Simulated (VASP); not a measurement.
Here is a VASP 6.6.1 calculation.

Contents of INCAR:

```
SYSTEM = WC
PREC = Accurate
ENCUT = 520
EDIFF = 1E-6
ISMEAR = 0
SIGMA = 0.15
LREAL = .False.
LASPH = .True.
NELM = 100
ALGO = Normal
ISIF = 2
LWAVE = .False.
LCHARG = .False.
GGA = PS
NBANDS = 16
```

KPOINTS

```
Automatic mesh
0
Gamma
  18 18 16
  0 0 0
```

Contents of POSCAR:

```
WC
1.0
    2.9005014360      0.0000000000      0.0000000000
   -1.4502507180      2.5119079273      0.0000000000
    0.0000000000      0.0000000000      2.8290000000
W C
1 1
Direct
    0.0000000000      0.0000000000     -0.0795334040
    0.6666666667      0.3333333333      0.5000000000
```

Potentials or basis: VASP PAW PBE potentials, release 64 (W_sv, C).

Command:

```bash
$ cat potpaw_PBE.64/W_sv/POTCAR potpaw_PBE.64/C/POTCAR > POTCAR
$ mpirun -np 1 vasp_std > vasp.out
```

Estimate the pressure.

12.1 GPa.

What does it give for the largest force?

3.585 eV/Å.

Forces on the atoms (eV/Å):
```
W    0.000  0.000  3.585
C    0.000  0.000 -3.585
```

Caveat: the cell differs from its parent crystal (atom 1 (W) moved by (+0.000, -0.225) A along y and z); the cell stands under pressure; the PAW data sets were made with another functional, which shifts forces and pressure a little.
